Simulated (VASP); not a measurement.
# MnC3 (P4/mmm) in VASP: notebook

MnC3 is run at these levels: PBE; tasks: single point, relaxation of cell and atoms.

Everything below comes from runs of VASP 6.6.1. Logs are shortened: lines on timing, memory, paths and dates and some standing lists are left out, and cuts for length are marked.

## Step 1: The cell of the first run

Symmetry: P4/mmm, No. 123, tetragonal system. The conventional cell has a = 3.686 Å, b = 3.686 Å, c = 3.577 Å, α = 90.00°, β = 90.00°, γ = 90.00°. Within 3.4 Å of Mn (site symmetry 4/mmm) lie 12 C at 2.57 to 2.61 Å. C (site symmetry 4/mmm) has 8 C at 2.57 Å and 4 Mn at 2.61 Å within 3.4 Å. C (site symmetry mmm) has 4 Mn at 2.57 Å and 8 C at 2.57 to 2.61 Å within 3.4 Å.

The cell was built from a structure type or drawn by symmetry, and may not be a known phase.

## Step 2: Single point, PBE, collinear spin, ferromagnetic start

Input file INCAR:

```
ALGO = Normal
EDIFF = 1E-6
ENCUT = 520
GGA = PE
ISIF = 2
ISMEAR = 0
ISPIN = 2
LASPH = True
LCHARG = False
LMAXMIX = 4
LORBIT = 11
LREAL = False
LWAVE = False
MAGMOM = 4 0 0 0
NBANDS = 24
NELM = 150
PREC = Accurate
SIGMA = 0.1
```

Input file KPOINTS:

```
k-points
0
Gamma
  6 6 6
```

Input file POSCAR:

```
MnC3
1.0
    3.6855190000      0.0000000000      0.0000000000
    0.0000000000      3.6855190000      0.0000000000
    0.0000000000      0.0000000000      3.5774026500
Mn C
1 3
Direct
    0.0000000000      0.0000000000      0.0000000000
    0.5000000000      0.5000000000      0.0000000000
    0.5000000000      0.0000000000      0.5000000000
    0.0000000000      0.5000000000      0.5000000000
```

Potentials or basis: VASP PAW PBE potentials, release 64 (Mn_pv, C).

Launch:

```console
$ cat potpaw_PBE.64/Mn_pv/POTCAR potpaw_PBE.64/C/POTCAR > POTCAR
$ mpirun -np 1 vasp_std > vasp.out
```

OUTCAR:

```text
EDIFF = 1E-6
   ENCUT = 520
   GGA = PE
   ISIF = 2
   ISMEAR = 0
   ISPIN = 2
   LASPH = True
   LORBIT = 11
   LREAL = False
   NELM = 150
   PREC = Accurate

 ion  position               nearest neighbor table
   1  0.000  0.000  0.000-   3 2.57   4 2.57   3 2.57   4 2.57   4 2.57   4 2.57   3 2.57   3 2.57
                             2 2.61   2 2.61   2 2.61   2 2.61
   2  0.500  0.500  0.000-   1 2.61   1 2.61   1 2.61   1 2.61
   3  0.500  0.000  0.500-   1 2.57   1 2.57   1 2.57   1 2.57
   4  0.000  0.500  0.500-   1 2.57   1 2.57   1 2.57   1 2.57

  LATTYP: Found a simple tetragonal cell.
 ALAT       =     3.6855190000
 C/A-ratio  =     0.9706645523

  Lattice vectors:

 A1 = (   3.6855190000,   0.0000000000,   0.0000000000)
 A2 = (   0.0000000000,   3.6855190000,   0.0000000000)
 A3 = (   0.0000000000,   0.0000000000,   3.5774026500)

Analysis of symmetry for initial positions (statically):
=====================================================================
 Subroutine PRICEL returns:
 Original cell was already a primitive cell.

 Routine SETGRP: Setting up the symmetry group for a
 simple tetragonal supercell.

 Subroutine GETGRP returns: Found 16 space group operations
 (whereof 16 operations were pure point group operations)
 out of a pool of 16 trial point group operations.

The static configuration has the point symmetry D_4h.

Analysis of symmetry for dynamics (positions and initial velocities):
=====================================================================
 Subroutine PRICEL returns:
 Original cell was already a primitive cell.

 Routine SETGRP: Setting up the symmetry group for a
 simple tetragonal supercell.

 Subroutine GETGRP returns: Found 16 space group operations
 (whereof 16 operations were pure point group operations)
 out of a pool of 16 trial point group operations.

The dynamic configuration has the point symmetry D_4h.

Analysis of structural, dynamic, and magnetic symmetry:
=====================================================================
 Subroutine PRICEL returns:
 Original cell was already a primitive cell.

 Routine SETGRP: Setting up the symmetry group for a
 simple tetragonal supercell.

 Subroutine GETGRP returns: Found 16 space group operations
 (whereof 16 operations were pure point group operations)
 out of a pool of 16 trial point group operations.

The overall configuration has the point symmetry D_4h.

 Subroutine INISYM returns: Found 16 space group operations
 (whereof 16 operations are pure point group operations),
 and found     1 'primitive' translations

----------------------------------------------------------------------------------------

                                     Primitive cell

  volume of cell :      48.5920

  direct lattice vectors                    reciprocal lattice vectors
     3.685519000  0.000000000  0.000000000     0.271332206  0.000000000  0.000000000
     0.000000000  3.685519000  0.000000000     0.000000000  0.271332206  0.000000000
     0.000000000  0.000000000  3.577402650     0.000000000  0.000000000  0.279532414

  length of vectors
     3.685519000  3.685519000  3.577402650     0.271332206  0.271332206  0.279532414

  position of ions in fractional coordinates (direct lattice)
     0.000000000  0.000000000  0.000000000
     0.500000000  0.500000000  0.000000000
     0.500000000  0.000000000  0.500000000
     0.000000000  0.500000000  0.500000000

  ion indices of the primitive-cell ions
   primitive index   ion index
                 1           1
                 2           2
                 3           3
                 4           4

----------------------------------------------------------------------------------------

 KPOINTS: k-points

Automatic generation of k-mesh.
 Grid dimensions read from file:
 generate k-points for:    6    6    6

 Generating k-lattice:

  Cartesian coordinates                     Fractional coordinates (reciprocal lattice)
     0.045222034  0.000000000  0.000000000     0.166666667  0.000000000  0.000000000
     0.000000000  0.045222034  0.000000000     0.000000000  0.166666667  0.000000000
     0.000000000  0.000000000  0.046588736     0.000000000  0.000000000  0.166666667

  Length of vectors
     0.045222034  0.045222034  0.046588736

  Shift w.r.t. Gamma in fractional coordinates (k-lattice)
     0.000000000  0.000000000  0.000000000

 Subroutine IBZKPT returns following result:
 ===========================================

 Found     40 irreducible k-points:

 Following reciprocal coordinates:
            Coordinates               Weight
  0.000000  0.000000  0.000000      1.000000
  0.166667  0.000000  0.000000      4.000000
  0.333333  0.000000  0.000000      4.000000
  0.500000  0.000000  0.000000      2.000000
  0.166667  0.166667  0.000000      4.000000
  0.333333  0.166667  0.000000      8.000000
[... 16 lines left out ...]
  0.333333  0.000000  0.333333      8.000000
  0.500000  0.000000  0.333333      4.000000
 [... further k-points ...]
   k-points           NKPTS =     40   k-points in BZ     NKDIM =     40   number of bands    NBANDS=     24
   number of dos      NEDOS =    301   number of ions     NIONS =      4
   total plane-waves  NPLWV =  21952
   dimension x,y,z NGX =    28 NGY =   28 NGZ =   28
   dimension x,y,z NGXF=    56 NGYF=   56 NGZF=   56
   ions per type =               1   3
   NGX,Y,Z   is equivalent  to a cutoff of  12.63, 12.63, 13.01 a.u.
   NGXF,Y,Z  is equivalent  to a cutoff of  25.26, 25.26, 26.02 a.u.
 SYSTEM =  unknown system
   PREC   = accura    normal or accurate (medium, high low for compatibility)
   ISTART =      0    job   : 0-new  1-cont  2-samecut
   ICHARG =      2    charge: 1-file 2-atom 10-const
   ISPIN  =      2    spin polarized calculation?
   LNONCOLLINEAR =      F non collinear calculations
   LSORBIT =      F    spin-orbit coupling
   LASPH  =      T    aspherical Exc in radial PAW
   ENCUT  =  520.0 eV  38.22 Ry    6.18 a.u.   6.85  6.85  6.65*2*pi/ulx,y,z
   NELM   =    150;   NELMIN=  2; NELMDL= -5     # of ELM steps
   EDIFF  = 0.1E-05   stopping-criterion for ELM
   LREAL  =      F    real-space projection
   EDIFFG = 0.1E-04   stopping-criterion for IOM
   NSW    =      0    number of steps for IOM
   IBRION =     -1    ionic relax: 0-MD 1-quasi-New 2-CG
   NFREE  =      0    steps in history (QN), initial steepest desc. (CG)
   ISIF   =      2    stress and relaxation
   ISYM   =      2    0-nonsym 1-usesym 2-fastsym
   POTIM  = 0.5000    time-step for ionic-motion
   TEBEG  =    0.0;   TEEND  =   0.0 temperature during run
   PSTRESS=    0.0 pullay stress
   NELECT =      25.0000    total number of electrons
   NUPDOWN=      -1.0000    fix difference up-down
   EMIN   =  10.00;   EMAX   =-10.00  energy-range for DOS
   EFERMI =   0.00;   METHOD = LEGACY
   ISMEAR =     0;   SIGMA  =   0.10  broadening in eV -4-tet -1-fermi 0-gaus
   EFERMI_NEDOS =   21; number of points for ismear=-14 and -15
   IALGO  =     38    algorithm
   IMIX   =      4    mixing-type and parameters
     AMIX     =   0.40;   BMIX     =  1.00
     AMIX_MAG =   1.60;   BMIX_MAG =  1.00
  volume/ion in A,a.u.               =      12.15        81.98
  Fermi-wavevector in a.u.,A,eV,Ry     =   1.311796  2.478936 23.413041  1.720810
  Thomas-Fermi vector in A             =   2.442233
   LORBIT       =     11    0 simple, 1 ext, 2 COOP (PROOUT), +10 PAW based schemes
   GGA     = PE    functional components
   LHFCALC =     F    Hartree Fock is set to
   AEXX    =    0.0000 exact exchange contribution
   IVDW    =     0    specifies the selected vdW correction
   LEPSILON=     F    determine dielectric tensor
   LRPA    =     F    only Hartree local field effects (RPA)
 spin polarized calculation
 Gauss-broadening in eV      SIGMA  =   0.10
  energy-cutoff  :      520.00
  volume of cell :       48.59
 maximum number of plane-waves:      1333
 NGX is ok and might be reduce to    28
   NGX = 13   NGY = 13   NGZ = 13

 number of electron      24.9999990 magnetization       3.5267279

 Free energy of the ion-electron system (eV)
  ---------------------------------------------------
  ext. energy  EPLUGINS =         0.00000000
  ---------------------------------------------------
  free energy    TOTEN  =       -23.61511011 eV

  energy without entropy =      -23.60215563  energy(sigma->0) =      -23.60863287

 E-fermi :   4.2148     XC(G=0): -11.0429

 val. band max:        4.2028840345   @ k =   0.3333   0.1667   0.5000
 cond. band min:       4.2159243090   @ k =   0.5000   0.0000   0.5000
 fundamental gap:      0.0130402745
 Fermi energy:         4.2148083828

 spin component 1

 k-point     1 :       0.0000    0.0000    0.0000
  band No.  band energies     occupation
      1     -45.9545      1.00000
      2     -45.9545      1.00000
      3     -45.9363      1.00000
      4      -8.8011      1.00000
      5      -2.8347      1.00000
      6      -2.5414      1.00000
[... 637 lines left out ...]
     23      15.3642      0.00000
     24      16.1067      0.00000

 [... further k-points ...]

 spin component 2

 k-point     1 :       0.0000    0.0000    0.0000
  band No.  band energies     occupation
      1     -41.8309      1.00000
      2     -41.8259      1.00000
      3     -41.8259      1.00000
      4      -8.8792      1.00000
      5      -2.8838      1.00000
      6      -2.5718      1.00000
[... 637 lines left out ...]
     23      15.9447      0.00000
     24      16.7519      0.00000

 [... further k-points ...]

------------------------ aborting loop because EDIFF is reached ----------------------------------------

  FORCE on cell =-STRESS in cart. coord.  units (eV):
  Direction    XX          YY          ZZ          XY          YZ          ZX
  --------------------------------------------------------------------------------------
  -------------------------------------------------------------------------------------
  Total       -9.2395886     -9.2395886     -9.5137601      0.0000000     -0.0000000      0.0000000
  in kB     -304.6478268   -304.6478268   -313.6878129      0.0000000     -0.0000000      0.0000000
  external PRESSURE =    -307.6611555 kB  Pullay stress =       0.0000000 kB

 VOLUME and BASIS-vectors are now :
 -----------------------------------------------------------------------------
  energy-cutoff  :      520.00
  volume of cell :       48.59
      direct lattice vectors                 reciprocal lattice vectors
     3.685519000  0.000000000  0.000000000     0.271332206  0.000000000  0.000000000
     0.000000000  3.685519000  0.000000000     0.000000000  0.271332206  0.000000000
     0.000000000  0.000000000  3.577402650     0.000000000  0.000000000  0.279532414

 POSITION                                       TOTAL-FORCE (eV/Angst)
 -----------------------------------------------------------------------------------
      0.00000      0.00000      0.00000         0.000000      0.000000      0.000000
      1.84276      1.84276      0.00000         0.000000      0.000000      0.000000
      1.84276      0.00000      1.78870         0.000000      0.000000      0.000000
      0.00000      1.84276      1.78870         0.000000      0.000000      0.000000
 -----------------------------------------------------------------------------------
    total drift:                               -0.000000      0.000000      0.000000

  FREE ENERGIE OF THE ION-ELECTRON SYSTEM (eV)
  ---------------------------------------------------
  free  energy   TOTEN  =       -23.6151101076 eV

  energy  without entropy=      -23.6021556280  energy(sigma->0) =      -23.60863287

 total charge

# of ion       s       p       d       tot
------------------------------------------
    1        0.203   6.148   4.868  11.220
    2        1.032   0.980   0.000   2.013
    3        1.028   0.994   0.000   2.021
    4        1.028   0.994   0.000   2.021
--------------------------------------------------
tot          3.291   9.116   4.868  17.276

 magnetization (x)

# of ion       s       p       d       tot
------------------------------------------
    1        0.037   0.022   3.761   3.820
    2        0.011  -0.082   0.000  -0.071
    3        0.009  -0.097   0.000  -0.088
    4        0.009  -0.097   0.000  -0.088
--------------------------------------------------
tot          0.066  -0.253   3.761   3.573
```

Run time: 77 s. Hardware: 1 thread of AMD EPYC 9R45 (Zen 5), shared host; peak memory 0.18 GiB.

What came out:

* Free energy: -23.6151 eV
* Pressure: -30.8 GPa
* Net moment: 3.53 μB per cell
* Site moments: Mn +3.82; C -0.07, -0.09 (each value once) μB
* Valence electrons inside the program's atomic spheres: Mn 11.22; C 2.01, 2.02 (each value once)

Stress tensor (GPa, compression positive):
```
-30.46   0.00   0.00
  0.00 -30.46   0.00
  0.00   0.00 -31.37
```

Caveat: the cell stands under tension.

## Step 3: Relaxation of cell and atoms, PBE, collinear spin, ferromagnetic start

Input file INCAR:

```
SYSTEM = MnC3
ALGO = Normal
EDIFF = 1E-7
EDIFFG = -0.04
ENCUT = 600
GGA = PE
IBRION = 2
ISIF = 3
ISMEAR = 0
ISPIN = 2
LASPH = .TRUE.
LCHARG = .FALSE.
LMAXMIX = 4
LORBIT = 11
LREAL = .FALSE.
LWAVE = .FALSE.
MAGMOM = 4 0 0 0
NELM = 150
NSW = 90
PREC = Accurate
SIGMA = 0.1
```

Input file KPOINTS:

```
k-points
0
G
  6 6 6
  0 0 0
```

POSCAR is that of step 2.

Potentials or basis: VASP PAW PBE potentials, release 64 (Mn_pv, C).

Launch:

```console
$ cat potpaw_PBE.64/Mn_pv/POTCAR potpaw_PBE.64/C/POTCAR > POTCAR
$ mpirun -np 1 vasp_std > vasp.out
```

Run time: 15 min. Hardware: 1 thread of AMD EPYC 9R45 (Zen 5), shared host; peak memory 0.21 GiB.

It converged, with:

```
Free energy                                           : -26.3758 eV
Relaxed volume                                        : 7.32 Å³/atom
Relaxed cell                                          : a = 3.363 Å, b = 3.363 Å, c = 2.589 Å, α = 90.00°, β = 90.00°, γ = 90.00°
Space group after relaxing (to 0.1 Å)                 : P4/mmm (No. 123)
Energy gained by relaxing                             : 690.2 meV/atom
Ionic steps                                           : 21
Pressure after relaxing                               : 0.1 GPa
Net moment                                            : 0.00 μB per cell
Valence electrons inside the program's atomic spheres : Mn 12.00; C 2.13, 2.21 (each value once)
```

Stress tensor (GPa, compression positive):
```
 0.29  0.00  0.00
 0.00  0.29  0.00
 0.00  0.00 -0.35
```

Step by step:
| step | energy change (eV) | largest force (eV/Å) | pressure (GPa) | volume (Å³) |
| --- | --- | --- | --- | --- |
| 1 | 0.0000 | 0.0000 | -30.87 | 48.59 |
| 2 | -2.2676 | 0.0000 | -9.49 | 33.92 |
| 3 | -2.3407 | 0.0000 | -3.31 | 32.11 |
| 4 | -2.3278 | 0.0000 | 2.15 | 28.70 |
| 5 | -2.3071 | 0.0000 | -7.24 | 29.90 |
| 6 | -2.3293 | 0.0000 | -0.67 | 29.03 |
| 7 | -2.3380 | 0.0000 | -0.29 | 29.02 |
| 8 | -2.3816 | 0.0000 | 0.77 | 28.94 |
| 9 | -2.5835 | 0.0000 | 3.59 | 28.71 |
| 10 | -2.6346 | 0.0000 | 14.89 | 27.94 |
| 11 | -2.7262 | 0.0000 | 8.00 | 28.37 |
| 12 | -2.7299 | 0.0000 | 9.22 | 28.30 |
| 13 | -2.7284 | 0.0000 | 10.11 | 28.24 |
| 14 | -2.7297 | 0.0000 | 9.72 | 28.27 |
| 15 | -2.7317 | 0.0000 | 9.52 | 28.29 |
| 16 | -2.7348 | 0.0000 | 8.92 | 28.38 |
| 17 | -2.7374 | 0.0000 | 8.46 | 28.42 |
| 18 | -2.7445 | 0.0000 | 7.01 | 28.56 |
| 19 | -2.7548 | 0.0000 | 4.24 | 28.84 |
| 20 | -2.7605 | 0.0000 | -0.96 | 29.41 |
| 21 | -2.7609 | 0.0000 | 0.08 | 29.29 |

Final structure:
```cif
data_structure
_symmetry_space_group_name_H-M 'P 1'
_symmetry_Int_Tables_number 1
_cell_length_a 3.3634
_cell_length_b 3.3634
_cell_length_c 2.5890
_cell_angle_alpha 90.000
_cell_angle_beta 90.000
_cell_angle_gamma 90.000
_cell_volume 29.29
loop_
_atom_site_label
_atom_site_type_symbol
_atom_site_fract_x
_atom_site_fract_y
_atom_site_fract_z
_atom_site_occupancy
Mn1 Mn 0.00000 0.00000 0.00000 1
C1 C 0.50000 0.50000 0.00000 1
C2 C 0.50000 0.00000 0.50000 1
C3 C 0.00000 0.50000 0.50000 1
```

Levels at points of the mesh, in eV from the Fermi level:
Spin up:
```
           k point  band 9  band 10  band 11  band 12  band 13  band 14  band 15  band 16
(0.00, 0.00, 0.00)   -2.37    -1.51    -1.29    -0.68    -0.68     0.41     0.41     1.46
(0.50, 0.00, 0.00)   -3.27    -2.66    -2.27    -0.64     0.92     1.02     1.74     2.54
(0.50, 0.50, 0.00)   -2.57    -2.38    -1.42    -0.14     1.42     2.73     2.73     2.96
(0.00, 0.00, 0.50)   -5.86    -1.59    -1.59    -1.06    -0.12     0.03     0.70     0.70
(0.50, 0.00, 0.50)   -3.65    -3.16    -1.20    -0.95    -0.72    -0.45     1.17     1.17
(0.50, 0.50, 0.50)   -7.36    -5.89    -0.84    -0.14     0.23     1.05     1.05     3.43
```
Spin down:
| k point | band 10 | band 11 | band 12 | band 13 | band 14 | band 15 |
| --- | --- | --- | --- | --- | --- | --- |
| (0.00, 0.00, 0.00) | -1.51 | -1.29 | -0.68 | -0.68 | 0.41 | 0.41 |
| (0.50, 0.00, 0.00) | -2.66 | -2.27 | -0.64 | 0.92 | 1.02 | 1.74 |
| (0.50, 0.50, 0.00) | -2.38 | -1.42 | -0.14 | 1.42 | 2.73 | 2.73 |
| (0.00, 0.00, 0.50) | -1.59 | -1.59 | -1.05 | -0.12 | 0.04 | 0.70 |
| (0.50, 0.00, 0.50) | -3.16 | -1.20 | -0.95 | -0.72 | -0.45 | 1.17 |
| (0.50, 0.50, 0.50) | -5.89 | -0.84 | -0.14 | 0.23 | 1.05 | 1.05 |

Caveat: the volume moved by over 15 % at a fixed basis, so the end points are rough.
